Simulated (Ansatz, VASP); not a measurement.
## One calculation of CdS, two programs

```
CELL_PARAMETERS angstrom
0.00000 2.91000 2.91000
2.91000 0.00000 2.91000
2.91000 2.91000 0.00000
ATOMIC_POSITIONS crystal
Cd 0.00000 0.00000 0.00000
S 0.75000 0.75000 0.75000
```

Alike in both runs: task single point; functional PBEsol; k mesh 8 × 8 × 8; occupations gaussian, width 0.05 eV; no spin polarisation.

```csv
,VASP,Ansatz
version,VASP 6.6.1,Ansatz 0.2.0
potentials or method,"VASP PAW PBE potentials, release 64 (Cd, S), cutoff 520 eV","scalar-relativistic, plane waves, PAW"
valence electrons in the cell,18,26
```

|  | VASP | Ansatz | Ansatz less VASP |
| --- | --- | --- | --- |
| gap on the k mesh at the Fermi level (eV) | 1.02 | 1.02 | -0.005 |
| pressure (GPa) | 0.5 | 0.1 | -0.40 |

VASP's potentials were made for PBE, not for PBEsol. With one functional, cell and mesh, what is left measures potentials, basis and numerics. VASP's potentials hold 18 valence electrons a cell and Ansatz's 26, so a difference there can come from the potentials and not from the codes.
